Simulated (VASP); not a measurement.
# NaHfO (P4/mmm) in VASP: notebook

The runs below take NaHfO through single point, relaxation of cell and atoms, with PBE.

Program: VASP 6.6.1. These are calculated values, not measurements. Logs are shortened: lines on timing, memory, paths and dates and some standing lists are left out, and cuts for length are marked.

## 1. The cell of the first run

Symmetry: P4/mmm, No. 123, tetragonal system. Conventional cell: a = 3.084 Å, b = 3.084 Å, c = 5.821 Å, α = 90.00°, β = 90.00°, γ = 90.00°. Na (site symmetry 4/mmm) has 2 O at 2.91 Å and 4 Na at 3.08 Å and 8 Hf at 3.64 Å within 3.8 Å. Hf (site symmetry 4/mmm) has 4 O at 2.18 Å within 2.9 Å. Within 3.1 Å of O (site symmetry 4/mmm) lie 4 Hf at 2.18 Å and 2 Na at 2.91 Å and 4 O at 3.08 Å.

The cell was built from a structure type or drawn by symmetry, and may not be a known phase.

## 2. Single point, PBE

Contents of INCAR:

```
PREC = Accurate
ENCUT = 520
EDIFF = 1E-6
ISMEAR = 0
SIGMA = 0.1
LREAL = False
LASPH = True
NELM = 60
ALGO = Normal
ISIF = 2
LWAVE = False
LCHARG = False
GGA = PE
NBANDS = 18
```

Contents of KPOINTS:

```
Automatic mesh
0
Gamma
  16 16 8
```

Contents of POSCAR:

```
NaHfO
1.0
    3.0835927272      0.0000000000      0.0000000000
    0.0000000000      3.0835927272      0.0000000000
    0.0000000000      0.0000000000      5.8213374538
Na Hf O
1 1 1
Direct
    0.5000000000      0.5000000000      0.5000000000
    0.0000000000      0.0000000000      0.0000000000
    0.5000000000      0.5000000000      0.0000000000
```

Potentials or basis: VASP PAW PBE potentials, release 64 (Na_pv, Hf_pv, O).

On the command line:

```
cat potpaw_PBE.64/Na_pv/POTCAR potpaw_PBE.64/Hf_pv/POTCAR potpaw_PBE.64/O/POTCAR > POTCAR
mpirun -np 1 vasp_std > vasp.out
```

OUTCAR:

```text
PREC = Accurate
   ENCUT = 520
   EDIFF = 1E-6
   ISMEAR = 0
   LREAL = False
   LASPH = True
   NELM = 60
   ISIF = 2
   GGA = PE

 ion  position               nearest neighbor table
   1  0.500  0.500  0.500-
   2  0.000  0.000  0.000-   3 2.18   3 2.18   3 2.18   3 2.18
   3  0.500  0.500  0.000-   2 2.18   2 2.18   2 2.18   2 2.18

  LATTYP: Found a simple tetragonal cell.
 ALAT       =     3.0835927272
 C/A-ratio  =     1.8878425164

  Lattice vectors:

 A1 = (   3.0835927272,   0.0000000000,   0.0000000000)
 A2 = (   0.0000000000,   3.0835927272,   0.0000000000)
 A3 = (   0.0000000000,   0.0000000000,   5.8213374538)

Analysis of symmetry for initial positions (statically):
=====================================================================
 Subroutine PRICEL returns:
 Original cell was already a primitive cell.

 Routine SETGRP: Setting up the symmetry group for a
 simple tetragonal supercell.

 Subroutine GETGRP returns: Found 16 space group operations
 (whereof 16 operations were pure point group operations)
 out of a pool of 16 trial point group operations.

The static configuration has the point symmetry D_4h.

Analysis of symmetry for dynamics (positions and initial velocities):
=====================================================================
 Subroutine PRICEL returns:
 Original cell was already a primitive cell.

 Routine SETGRP: Setting up the symmetry group for a
 simple tetragonal supercell.

 Subroutine GETGRP returns: Found 16 space group operations
 (whereof 16 operations were pure point group operations)
 out of a pool of 16 trial point group operations.

The dynamic configuration has the point symmetry D_4h.

 Subroutine INISYM returns: Found 16 space group operations
 (whereof 16 operations are pure point group operations),
 and found     1 'primitive' translations

----------------------------------------------------------------------------------------

                                     Primitive cell

  volume of cell :      55.3524

  direct lattice vectors                    reciprocal lattice vectors
     3.083592727  0.000000000  0.000000000     0.324297042  0.000000000  0.000000000
     0.000000000  3.083592727  0.000000000     0.000000000  0.324297042  0.000000000
     0.000000000  0.000000000  5.821337454     0.000000000  0.000000000  0.171781830

  length of vectors
     3.083592727  3.083592727  5.821337454     0.324297042  0.324297042  0.171781830

  position of ions in fractional coordinates (direct lattice)
     0.500000000  0.500000000  0.500000000
[... 82 lines left out ...]
   EDIFFG = 0.1E-04   stopping-criterion for IOM
   NSW    =      0    number of steps for IOM
   IBRION =     -1    ionic relax: 0-MD 1-quasi-New 2-CG
   NFREE  =      0    steps in history (QN), initial steepest desc. (CG)
   ISIF   =      2    stress and relaxation
   ISYM   =      2    0-nonsym 1-usesym 2-fastsym
   POTIM  = 0.5000    time-step for ionic-motion
   TEBEG  =    0.0;   TEEND  =   0.0 temperature during run
   PSTRESS=    0.0 pullay stress
   NELECT =      23.0000    total number of electrons
   NUPDOWN=      -1.0000    fix difference up-down
   EMIN   =  10.00;   EMAX   =-10.00  energy-range for DOS
   EFERMI =   0.00;   METHOD = LEGACY
   ISMEAR =     0;   SIGMA  =   0.10  broadening in eV -4-tet -1-fermi 0-gaus
   EFERMI_NEDOS =   21; number of points for ismear=-14 and -15
   IALGO  =     38    algorithm
   IMIX   =      4    mixing-type and parameters
     AMIX     =   0.40;   BMIX     =  1.00
     AMIX_MAG =   1.60;   BMIX_MAG =  1.00
  volume/ion in A,a.u.               =      18.45       124.51
  Fermi-wavevector in a.u.,A,eV,Ry     =   1.221627  2.308540 20.304950  1.492372
  Thomas-Fermi vector in A             =   2.356802
   LORBIT       =      0    0 simple, 1 ext, 2 COOP (PROOUT), +10 PAW based schemes
   GGA     = PE    functional components
   LHFCALC =     F    Hartree Fock is set to
   AEXX    =    0.0000 exact exchange contribution
   IVDW    =     0    specifies the selected vdW correction
   LEPSILON=     F    determine dielectric tensor
   LRPA    =     F    only Hartree local field effects (RPA)
 non-spin polarized calculation
 Gauss-broadening in eV      SIGMA  =   0.10
  energy-cutoff  :      520.00
  volume of cell :       55.35
 maximum number of plane-waves:      1512
 NGX is ok and might be reduce to    24
   NGX = 11   NGY = 11   NGZ = 21

 number of electron      23.0000019 magnetization

 Free energy of the ion-electron system (eV)
  ---------------------------------------------------
  ext. energy  EPLUGINS =         0.00000000
  ---------------------------------------------------
  free energy    TOTEN  =       -20.10636915 eV

  energy without entropy =      -20.09885531  energy(sigma->0) =      -20.10261223

 E-fermi :   3.7522     XC(G=0):  -9.5529

 val. band max:        3.7401016676   @ k =   0.4375   0.3125   0.3750
 cond. band min:       3.7536082311   @ k =   0.3750   0.2500   0.5000
 fundamental gap:      0.0135065635
 Fermi energy:         3.7522168998

 k-point     1 :       0.0000    0.0000    0.0000
  band No.  band energies     occupation
      1     -27.9941      2.00000
      2     -27.8848      2.00000
      3     -27.8848      2.00000
      4     -20.6512      2.00000
      5     -20.5817      2.00000
      6     -20.5817      2.00000
[... 481 lines left out ...]
      5     -20.6346      2.00000
      6     -20.5880      2.00000
[... 10 lines left out ...]
     17       9.1775      0.00000
     18      11.0487      0.00000

 [... further k-points ...]

------------------------ aborting loop because EDIFF is reached ----------------------------------------

  FORCE on cell =-STRESS in cart. coord.  units (eV):
  Direction    XX          YY          ZZ          XY          YZ          ZX
  --------------------------------------------------------------------------------------
  -------------------------------------------------------------------------------------
  Total       -0.5005575     -0.5005575     -0.0338050      0.0000000      0.0000000     -0.0000000
  in kB      -14.4886453    -14.4886453     -0.9784862      0.0000000      0.0000000     -0.0000000
  external PRESSURE =      -9.9852590 kB  Pullay stress =       0.0000000 kB

 VOLUME and BASIS-vectors are now :
 -----------------------------------------------------------------------------
  energy-cutoff  :      520.00
  volume of cell :       55.35
      direct lattice vectors                 reciprocal lattice vectors
     3.083592727  0.000000000  0.000000000     0.324297042  0.000000000  0.000000000
     0.000000000  3.083592727  0.000000000     0.000000000  0.324297042  0.000000000
     0.000000000  0.000000000  5.821337454     0.000000000  0.000000000  0.171781830

 POSITION                                       TOTAL-FORCE (eV/Angst)
 -----------------------------------------------------------------------------------
      1.54180      1.54180      2.91067         0.000000      0.000000      0.000000
      0.00000      0.00000      0.00000         0.000000      0.000000      0.000000
      1.54180      1.54180      0.00000         0.000000      0.000000      0.000000
 -----------------------------------------------------------------------------------
    total drift:                                0.000000     -0.000000     -0.000000

  FREE ENERGIE OF THE ION-ELECTRON SYSTEM (eV)
  ---------------------------------------------------
  free  energy   TOTEN  =       -20.1063691485 eV

  energy  without entropy=      -20.0988553148  energy(sigma->0) =      -20.10261223
```

OSZICAR:

```text
N       E                     dE             d eps       ncg     rms          rms(c)
DAV:   1     0.165697932292E+03    0.16570E+03   -0.12223E+04  8100   0.130E+03
DAV:   2    -0.103500538348E+02   -0.17605E+03   -0.17020E+03  9536   0.356E+02
DAV:   3    -0.223048455176E+02   -0.11955E+02   -0.11810E+02 10368   0.844E+01
DAV:   4    -0.225069148751E+02   -0.20207E+00   -0.20111E+00 10070   0.117E+01
DAV:   5    -0.225107228910E+02   -0.38080E-02   -0.38060E-02 10146   0.156E+00    0.355E+01
DAV:   6    -0.202681581455E+02    0.22426E+01   -0.15961E+01  8886   0.215E+01    0.298E+01
DAV:   7    -0.201405462574E+02    0.12761E+00   -0.15722E+00  8864   0.661E+00    0.171E+01
DAV:   8    -0.201106459444E+02    0.29900E-01   -0.22286E-01  9724   0.279E+00    0.283E+00
DAV:   9    -0.201063719988E+02    0.42739E-02   -0.17131E-02  8978   0.877E-01    0.106E+00
DAV:  10    -0.201063898376E+02   -0.17839E-04   -0.70719E-04 10642   0.185E-01    0.216E-01
DAV:  11    -0.201063699935E+02    0.19844E-04   -0.14697E-04  9788   0.587E-02    0.127E-01
DAV:  12    -0.201063696873E+02    0.30622E-06   -0.35817E-05  9384   0.358E-02    0.192E-02
DAV:  13    -0.201063691485E+02    0.53877E-06   -0.25295E-06  8284   0.125E-02
   1 F= -.20106369E+02 E0= -.20102612E+02  d E =-.751383E-02
```

stdout:

```text
POSCAR found type information on POSCAR NaHfO
 POSCAR found :  3 types and       3 ions
 scaLAPACK will be used
 LDA part: xc-table for (Slater+PW92), standard interpolation
 POSCAR, INCAR and KPOINTS ok, starting setup
 FFT: planning ... GRIDC
 FFT: planning ... GRID_SOFT
 FFT: planning ... GRID
 WAVECAR not read
 entering main loop
```

Run time: 2.9 min. Hardware: 1 thread of Intel Xeon 8259CL, shared host; peak memory 0.35 GiB.

What came out:

| Property | Result |
| --- | --- |
| Free energy | -20.1064 eV |
| Pressure | -1.0 GPa |
| Band gap on the k mesh | zero (an odd number of electrons rules out a gap without spin polarisation) |

Levels at points of the mesh, in eV from the Fermi level:
| k point | band 7 | band 8 | band 9 | band 10 | band 11 | band 12 | band 13 | band 14 | band 15 | band 16 |
| --- | --- | --- | --- | --- | --- | --- | --- | --- | --- | --- |
| (0.00, 0.00, 0.00) | -21.32 | -6.22 | -5.48 | -5.48 | -3.82 | -2.49 | 1.98 | 2.53 | 2.62 | 2.62 |
| (0.50, 0.00, 0.00) | -19.99 | -9.03 | -7.64 | -6.68 | -1.12 | 1.53 | 1.71 | 2.91 | 3.07 | 3.24 |
| (0.50, 0.50, 0.00) | -21.07 | -6.17 | -6.17 | -5.46 | -0.71 | -0.71 | 0.71 | 4.43 | 4.43 | 4.58 |
| (0.00, 0.00, 0.50) | -21.32 | -6.42 | -5.48 | -5.48 | -2.48 | -2.09 | -1.62 | 2.56 | 2.60 | 2.60 |
| (0.50, 0.00, 0.50) | -19.98 | -9.03 | -7.64 | -6.75 | -0.10 | 0.49 | 1.18 | 3.11 | 3.21 | 3.62 |
| (0.50, 0.50, 0.50) | -21.06 | -6.17 | -6.17 | -5.49 | -0.83 | -0.83 | 1.44 | 3.91 | 4.66 | 5.98 |

Caveat: spin-orbit coupling is left out, which moves the levels of the heavy elements; an odd number of electrons without spin polarisation forces a metal; a magnetic or distorted state may lie lower.

## 3. Relaxation of cell and atoms, PBE

Contents of INCAR:

```
SYSTEM = NaHfO
PREC     = Accurate       ! precision mode
ENCUT    = 600            ! plane-wave cutoff, eV
EDIFF    = 1E-7           ! SCF threshold, eV
ISMEAR   = 0              ! smearing method
SIGMA    = 0.1            ! smearing width, eV
LREAL    = .FALSE.        ! projectors in reciprocal space
LASPH    = .TRUE.         ! aspherical terms in the spheres
NELM     = 60             ! most SCF steps
ALGO     = Normal         ! electronic algorithm
ISIF     = 3              ! what is computed and relaxed
LWAVE    = .FALSE.        ! write WAVECAR
LCHARG   = .FALSE.        ! write CHGCAR
GGA      = PE             ! functional
IBRION   = 2              ! ionic algorithm
NSW      = 100            ! ionic steps
EDIFFG   = -0.01          ! ionic threshold
```

Contents of KPOINTS:

```
regular mesh
0
G
  16 16 8
  0 0 0
```

Contents of POSCAR:

```
NaHfO
1.0
    3.0796994710      0.0000000000      0.0000000000
    0.0000000000      3.0796994710      0.0000000000
    0.0000000000      0.0000000000      5.8329898349
Na Hf O
1 1 1
Direct
    0.5000000000      0.5000000000      0.5000000000
    0.0000000000      0.0000000000      0.0000000000
    0.5000000000      0.5000000000      0.0000000000
```

Potentials or basis: VASP PAW PBE potentials, release 64 (Na_pv, Hf_pv, O).

On the command line:

```
cat potpaw_PBE.64/Na_pv/POTCAR potpaw_PBE.64/Hf_pv/POTCAR potpaw_PBE.64/O/POTCAR > POTCAR
mpirun -np 1 vasp_std > vasp.out
```

Wall time 11 min (1 thread of Intel Xeon 8259CL, shared host); peak memory 0.41 GiB.

It converged, with:

```
Free energy                           : -20.1109 eV
Relaxed volume                        : 18.32 Å³/atom
Relaxed cell                          : a = 3.070 Å, b = 3.070 Å, c = 5.830 Å, α = 90.00°, β = 90.00°, γ = 90.00°
Space group after relaxing (to 0.1 Å) : P4/mmm (No. 123)
Energy gained by relaxing             : 0.4 meV/atom
Ionic steps                           : 3
Pressure after relaxing               : 0.0 GPa
Band gap on the k mesh                : zero (an odd number of electrons rules out a gap without spin polarisation)
```

Stress tensor (GPa, compression positive):
```
 0.01  0.00  0.00
 0.00  0.01  0.00
 0.00  0.00 -0.07
```

Step by step:
| step | energy change (eV) | largest force (eV/Å) | pressure (GPa) | volume (Å³) |
| --- | --- | --- | --- | --- |
| 1 | 0.0000 | 0.0000 | -0.80 | 55.32 |
| 2 | 0.0000 | 0.0000 | 0.78 | 54.59 |
| 3 | -0.0012 | 0.0000 | -0.02 | 54.95 |

Final structure:
```
Na Hf O
1.0
     3.07021    0.00000    0.00000
     0.00000    3.07021    0.00000
     0.00000    0.00000    5.82972
Na Hf O
1 1 1
Direct
  0.50000 0.50000 0.50000
  0.00000 0.00000 0.00000
  0.50000 0.50000 0.00000
```

Levels at points of the mesh, in eV from the Fermi level:
```csv
k point,band 8,band 9,band 10,band 11,band 12,band 13,band 14,band 15
"(0.00, 0.00, 0.00)",-6.27,-5.51,-5.51,-3.84,-2.53,1.95,2.62,2.66
"(0.50, 0.00, 0.00)",-9.11,-7.71,-6.75,-1.12,1.54,1.74,2.91,3.12
"(0.50, 0.50, 0.00)",-6.19,-6.19,-5.51,-0.72,-0.72,0.74,4.47,4.47
"(0.00, 0.00, 0.50)",-6.47,-5.51,-5.51,-2.52,-2.12,-1.65,2.64,2.65
"(0.50, 0.00, 0.50)",-9.11,-7.71,-6.82,-0.10,0.49,1.21,3.16,3.27
"(0.50, 0.50, 0.50)",-6.18,-6.18,-5.54,-0.84,-0.84,1.47,3.94,4.78
```

Caveat: spin-orbit coupling is left out, which moves the levels of the heavy elements; an odd number of electrons without spin polarisation forces a metal; a magnetic or distorted state may lie lower.
